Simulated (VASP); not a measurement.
A run of VASP 6.6.1 is set up as follows.

The input INCAR:

```
SYSTEM = Co
PREC = Accurate
ENCUT = 520
EDIFF = 1E-7
ISMEAR = 0
SIGMA = 0.1
LREAL = .FALSE.
LASPH = .TRUE.
NELM = 150
ALGO = Fast
ISIF = 2
LWAVE = .FALSE.
LCHARG = .FALSE.
ISPIN = 2
MAGMOM = 1.84 1.84
LORBIT = 11
LMAXMIX = 4
GGA = PE
NBANDS = 20
```

The input KPOINTS:

```
Automatic mesh
0
G
  24 24 14
  0 0 0
```

The input POSCAR:

```
Co
1.0
    2.5055628303      0.0000000000      0.0000000000
   -1.2527814152      2.1698810618      0.0000000000
    0.0000000000      0.0000000000      3.9530695304
Co
2
Direct
    0.6666666370      0.3333333630      0.2500000000
    0.3333333630      0.6666666370      0.7500000000
```

Potentials or basis: VASP PAW PBE potentials, release 64 (Co).

Run with:

```sh
$ cat potpaw_PBE.64/Co/POTCAR > POTCAR
$ mpirun -np 1 vasp_std > vasp.out
```

Question: Predict the pressure.

Answer: 1.8 GPa.

Question: What does it give for the net moment?

Answer: 3.20 μB per cell.

Question: Estimate the site moments.

Answer: Co +1.62 μB.

Stress tensor (GPa, compression positive):
```
-0.58  0.00  0.00
 0.00 -0.58  0.00
 0.00  0.00  6.54
```

Caveat: the cell differs from its parent crystal (uniaxial strain along c: -2.0 %, then relaxed in part); the stress differs along the axes, from -1 to 7 GPa.
